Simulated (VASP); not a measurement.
# ZnSe (F-43m) in VASP: a series of runs

ZnSe is run at these levels: LDA; tasks: vibrations by perturbation theory.

Program: VASP 6.6.1. These are calculated values, not measurements. Logs are shortened: lines on timing, memory, paths and dates and some standing lists are left out, and cuts for length are marked.

## 1. The cell of the first run

Symmetry: F-43m, No. 216, cubic system. The conventional cell has a = 5.542 Å, b = 5.542 Å, c = 5.542 Å, α = 90.00°, β = 90.00°, γ = 90.00°. Zn (site symmetry -43m) has 4 Se at 2.40 Å within 3.2 Å. Se (site symmetry -43m) has 4 Zn at 2.40 Å within 3.2 Å.

## 2. Vibrations by perturbation theory, LDA

INCAR reads:

```
ALGO = Normal
EDIFF = 1E-8
ENCUT = 520
IBRION = 8
ISIF = 2
ISMEAR = 0
LASPH = True
LCHARG = False
LEPSILON = True
LREAL = False
LWAVE = False
NBANDS = 16
NELM = 100
NSW = 1
PREC = Accurate
SIGMA = 0.01
```

KPOINTS reads:

```
k-points
0
Gamma
  8 8 8
```

POSCAR reads:

```
ZnSe
1.0
    0.0000000000      2.7711325703      2.7711325703
    2.7711325703      0.0000000000      2.7711325703
    2.7711325703      2.7711325703      0.0000000000
Zn Se
1 1
Direct
    0.0000000000      0.0000000000      0.0000000000
    0.7500000000      0.7500000000      0.7500000000
```

Potentials or basis: VASP PAW LDA potentials, release 64 (Zn, Se).

Started as:

```console
cat potpaw_LDA.64/Zn/POTCAR potpaw_LDA.64/Se/POTCAR > POTCAR
mpirun -np 1 vasp_std > vasp.out
```

OUTCAR:

```text
EDIFF = 1E-8
   ENCUT = 520
   IBRION = 8
   ISIF = 2
   ISMEAR = 0
   LASPH = True
   LEPSILON = True
   LREAL = False
   NELM = 100
   NSW = 1
   PREC = Accurate

 ion  position               nearest neighbor table
   1  0.000  0.000  0.000-   2 2.40   2 2.40   2 2.40   2 2.40
   2  0.750  0.750  0.750-   1 2.40   1 2.40   1 2.40   1 2.40

  LATTYP: Found a face centered cubic cell.
 ALAT       =     5.5422651406

  Lattice vectors:

 A1 = (   0.0000000000,   2.7711325703,   2.7711325703)
 A2 = (   2.7711325703,   0.0000000000,   2.7711325703)
 A3 = (   2.7711325703,   2.7711325703,   0.0000000000)

Analysis of symmetry for initial positions (statically):
=====================================================================
 Subroutine PRICEL returns:
 Original cell was already a primitive cell.

 Routine SETGRP: Setting up the symmetry group for a
 face centered cubic supercell.

 Subroutine GETGRP returns: Found 24 space group operations
 (whereof 24 operations were pure point group operations)
 out of a pool of 48 trial point group operations.

The static configuration has the point symmetry T_d .

Analysis of symmetry for dynamics (positions and initial velocities):
=====================================================================
 Subroutine PRICEL returns:
 Original cell was already a primitive cell.

 Routine SETGRP: Setting up the symmetry group for a
 face centered cubic supercell.

 Subroutine GETGRP returns: Found 24 space group operations
 (whereof 24 operations were pure point group operations)
 out of a pool of 48 trial point group operations.

The dynamic configuration has the point symmetry T_d .

 Subroutine INISYM returns: Found 24 space group operations
 (whereof 24 operations are pure point group operations),
 and found     1 'primitive' translations

----------------------------------------------------------------------------------------

                                     Primitive cell

  volume of cell :      42.5600

  direct lattice vectors                    reciprocal lattice vectors
     0.000000000  2.771132570  2.771132570    -0.180431642  0.180431642  0.180431642
     2.771132570  0.000000000  2.771132570     0.180431642 -0.180431642  0.180431642
     2.771132570  2.771132570  0.000000000     0.180431642  0.180431642 -0.180431642

  length of vectors
     3.918973264  3.918973264  3.918973264     0.312516771  0.312516771  0.312516771

  position of ions in fractional coordinates (direct lattice)
     0.000000000  0.000000000  0.000000000
     0.750000000  0.750000000  0.750000000

  ion indices of the primitive-cell ions
   primitive index   ion index
                 1           1
                 2           2

----------------------------------------------------------------------------------------

 KPOINTS: k-points

Automatic generation of k-mesh.
 Grid dimensions read from file:
 generate k-points for:    8    8    8

 Generating k-lattice:

  Cartesian coordinates                     Fractional coordinates (reciprocal lattice)
    -0.022553955  0.022553955  0.022553955     0.125000000  0.000000000  0.000000000
     0.022553955 -0.022553955  0.022553955     0.000000000  0.125000000  0.000000000
     0.022553955  0.022553955 -0.022553955     0.000000000  0.000000000  0.125000000

  Length of vectors
     0.039064596  0.039064596  0.039064596
[... 602 lines left out ...]
  free energy    TOTEN  =        -0.86466722 eV

  energy without entropy =       -0.86466722

------------------------ aborting loop because EDIFF is reached ----------------------------------------

--------------------------------------- Ionic step        2  -------------------------------------------

------------------------ aborting loop because EDIFF is reached ----------------------------------------

--------------------------------------- Ionic step        3  -------------------------------------------

------------------------ aborting loop because EDIFF is reached ----------------------------------------

 PIEZOELECTRIC TENSOR FIELD DIRECTION 3  (e Angst)
 -----------------------------------------------------------------------------
    -0.00094  1.82709  0.00000           (  0.00000 -0.03325  0.00000)
     1.82709 -0.00094  0.00000           ( -0.03325  0.00000  0.00000)
     0.00000  0.00000  0.00028           (  0.00000  0.00000 -0.00000)

 PIEZOELECTRIC TENSOR FIELD DIRECTION 3  (C/m^2)
 -----------------------------------------------------------------------------
    -0.00036  0.68781  0.00000
     0.68781 -0.00036  0.00000
     0.00000  0.00000  0.00011

--------------------------------------- Ionic step        4  -------------------------------------------

------------------------ aborting loop because EDIFF is reached ----------------------------------------

[... ionic steps 5 to 6 ...]

--------------------------------------- Ionic step        7  -------------------------------------------

 Free energy of the ion-electron system (eV)
  ---------------------------------------------------
  ---------------------------------------------------
  free energy    TOTEN  =        -0.08231675 eV

  energy without entropy =       -0.08231675

------------------------ aborting loop because EDIFF is reached ----------------------------------------

 INTERNAL STRAIN TENSOR  FOR ION    2  DIRECTION 1   (eV/Angst):
 -----------------------------------------------------------------------------
    -0.01483  0.00000  0.00000
     0.00000  0.01356  6.82661
     0.00000  6.82661  0.01356

 MACROSCOPIC STATIC DIELECTRIC TENSOR (including local field effects in DFT)
 ------------------------------------------------------
           7.975409    -0.000000    -0.000000
          -0.000000     7.975409    -0.000000
          -0.000000     0.000000     7.975409
 ------------------------------------------------------

 PIEZOELECTRIC TENSOR (including local field effects)  for field in x, y, z        (e  Angst)
          XX          YY          ZZ          XY          YZ          ZX
  --------------------------------------------------------------------------------
  x     0.00000     0.00000    -0.00000     0.00000     1.84368    -0.00000
  y    -0.00000    -0.00000     0.00000     0.00000     0.00000     1.84368
  z     0.00000     0.00000     0.00000     1.84368     0.00000     0.00000

 PIEZOELECTRIC TENSOR (including local field effects)  for field in x, y, z        (C/m^2)
          XX          YY          ZZ          XY          YZ          ZX
  --------------------------------------------------------------------------------
  x     0.00000     0.00000    -0.00000     0.00000     0.69406    -0.00000
  y    -0.00000    -0.00000     0.00000     0.00000     0.00000     0.69406
  z     0.00000     0.00000     0.00000     0.69406     0.00000     0.00000

 BORN EFFECTIVE CHARGES (including local field effects) (in |e|, cummulative output)
 ---------------------------------------------------------------------------------
 ion    1
    1     1.98289     0.00000    -0.00000
    2    -0.00000     1.98289     0.00000
    3     0.00000    -0.00000     1.98289
 ion    2
    1    -1.98289    -0.00000     0.00000
    2     0.00000    -1.98289    -0.00000
    3     0.00000     0.00000    -1.98289

 INTERNAL STRAIN TENSOR FOR ION    2 for displacements in x,y,z  (eV/Angst):
          X           Y           Z          XY          YZ          ZX
  --------------------------------------------------------------------------------
  x     0.00000     0.00000     0.00000     0.00000     6.82661     0.00000
  y     0.00000     0.00000     0.00000     0.00000     0.00000     6.82661
  z     0.00000     0.00000     0.00000     6.82661     0.00000     0.00000

 SECOND DERIVATIVES (NOT SYMMETRIZED)
 ------------------------------------
               1X          1Y          1Z          2X          2Y          2Z
  1X    -6.632473    0.000000    0.000000    6.632473    0.000000    0.000000
  1Y     0.000000   -6.632473    0.000000    0.000000    6.632473    0.000000
  1Z     0.000000    0.000000   -6.632473    0.000000    0.000000    6.632473
  2X     6.661061    0.000000    0.000000   -6.661061    0.000000    0.000000
  2Y     0.000000    6.661061    0.000000    0.000000   -6.661061    0.000000
  2Z     0.000000    0.000000    6.661061    0.000000    0.000000   -6.661061

 Eigenvectors and eigenvalues of the dynamical matrix
 ----------------------------------------------------

   1 f  =    6.738472 THz    42.339069 2PiTHz  224.771238 cm-1    27.868069 meV
             X         Y         Z           dx          dy          dz
      0.000000  0.000000  0.000000     0.000000    0.738876    0.000000
      4.156699  4.156699  4.156699     0.000000   -0.673841    0.000000
[... 21 lines left out ...]
   6 f/i=    0.007215 THz     0.045333 2PiTHz    0.240666 cm-1     0.029839 meV
             X         Y         Z           dx          dy          dz
      0.000000  0.000000  0.000000     0.000000    0.000000   -0.673841
      4.156699  4.156699  4.156699     0.000000    0.000000   -0.738876

--------------------------------------------------------------------------------------------------------

 MACROSCOPIC STATIC DIELECTRIC TENSOR IONIC CONTRIBUTION
 ------------------------------------------------------
           2.515074     0.000000    -0.000000
           0.000000     2.515074     0.000000
          -0.000000     0.000000     2.515074
 ------------------------------------------------------

 ELASTIC MODULI CONTR FROM IONIC RELAXATION (kBar)
 Direction    XX          YY          ZZ          XY          YZ          ZX
 --------------------------------------------------------------------------------
 XX          -0.0000     -0.0000     -0.0000     -0.0000     -0.0000     -0.0000
 YY          -0.0000     -0.0000     -0.0000     -0.0000     -0.0000     -0.0000
 ZZ          -0.0000     -0.0000     -0.0000     -0.0000     -0.0000     -0.0000
 XY          -0.0000     -0.0000     -0.0000   -264.4198      0.0000     -0.0000
 YZ          -0.0000     -0.0000     -0.0000      0.0000   -264.4198     -0.0000
 ZX          -0.0000     -0.0000     -0.0000     -0.0000     -0.0000   -264.4198
 --------------------------------------------------------------------------------

 PIEZOELECTRIC TENSOR IONIC CONTR  for field in x, y, z        (C/m^2)
          XX          YY          ZZ          XY          YZ          ZX
  --------------------------------------------------------------------------------
  x    -0.00000    -0.00000    -0.00000     0.00000    -0.76735    -0.00000
  y    -0.00000    -0.00000    -0.00000    -0.00000    -0.00000    -0.76735
  z    -0.00000    -0.00000    -0.00000    -0.76735     0.00000    -0.00000
```

It took 4.9 min on 1 thread of Intel Xeon Platinum 8488C (Sapphire Rapids), shared host; peak memory 0.29 GiB.

Results:

| Quantity | Value |
| --- | --- |
| Electronic dielectric tensor (diagonal) | 7.98 |
| Born charges (mean of the diagonal) | Zn +1.98; Se -1.98 e |
| Highest phonon frequency at Γ, LO-TO splitting left out | 225 cm⁻¹ |

Phonon frequencies in cm⁻¹ (negative: imaginary):
```csv
q point,frequencies
"(0.000, 0.000, 0.000)",0 0 0 225 225 225
```

Electronic dielectric tensor:
```
7.98 0.00 0.00
0.00 7.98 0.00
0.00 0.00 7.98
```

Born effective charge tensors (e):
atom 1, Zn
```
1.98 0.00 0.00
0.00 1.98 0.00
0.00 0.00 1.98
```
atom 2, Se
```
-1.98  0.00  0.00
 0.00 -1.98  0.00
 0.00  0.00 -1.98
```

Caveat: the cell wasn't relaxed at this level first, which shifts response properties.

(Continued in part 2 of 2.)
